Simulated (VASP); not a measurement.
Set up this calculation in VASP 6.6.1, as the native input.

```yaml
Task: single point
Functional: PBE
Potentials_or_basis: VASP PAW PBE potentials, release 64 (Mg, O, Sr_sv)
Cutoff: 520 eV
k_mesh: 8 × 8 × 8
Occupations: fermi-dirac, width 0.02 eV
Spin: no spin polarisation
Dipole_correction: no
Further_INCAR_settings: ALGO = Normal; EDIFF = 1e-07; NBANDS = 30
```

The structure of SrMg3O4 lies in POSCAR:

```
SrMg3O4
1.0
   -2.3345293463      2.3345293463      4.4172673856
    2.3345293463     -2.3345293463      4.4172673856
    2.3345293463      2.3345293463     -4.4172673856
Mg O Sr
3 4 1
Direct
    0.7500000000      0.2500000000      0.5000000000
    0.0000000000      0.0000000000      0.0000000000
    0.2500000000      0.7500000000      0.5000000000
    0.5000000000      0.0000000000      0.5000000000
    0.7728740721      0.7728740721      0.0000000000
    0.0000000000      0.5000000000      0.5000000000
    0.2271259279      0.2271259279      0.0000000000
    0.5000000000      0.5000000000      0.0000000000
```

The input as run:

INCAR

```
SYSTEM = SrMg3O4
PREC     = Accurate       ! precision mode
ENCUT    = 520            ! plane-wave cutoff, eV
EDIFF    = 1E-7           ! SCF threshold, eV
ISMEAR   = -1             ! smearing method
SIGMA    = 0.02           ! smearing width, eV
LREAL    = .FALSE.        ! projectors in reciprocal space
LASPH    = .TRUE.         ! aspherical terms in the spheres
NELM     = 80             ! most SCF steps
ALGO     = Normal         ! electronic algorithm
ISIF     = 2              ! what is computed and relaxed
LWAVE    = .FALSE.        ! write WAVECAR
LCHARG   = .TRUE.         ! write CHGCAR
GGA      = PE             ! functional
LELF     = .TRUE.         ! ELF
LVHAR    = .TRUE.       
NBANDS   = 30             ! bands
```

KPOINTS

```
Automatic mesh
0
G
  8 8 8
  0 0 0
```

Potentials or basis: VASP PAW PBE potentials, release 64 (Mg, O, Sr_sv).

The run is started by

```bash
$ cat potpaw_PBE.64/Mg/POTCAR potpaw_PBE.64/O/POTCAR potpaw_PBE.64/Sr_sv/POTCAR > POTCAR
$ mpirun -np 1 vasp_std > vasp.out
```

Results of the run:

* Pressure: 0.1 GPa
* Largest force: 0.056 eV/Å
* Band gap on the k mesh: 2.51 eV (least direct gap 2.53 eV)

Wall time 2.9 min on 1 thread of Intel(R) Xeon(R) Platinum 8488C (Sapphire Rapids) (shared host), peak memory 0.35 GiB.
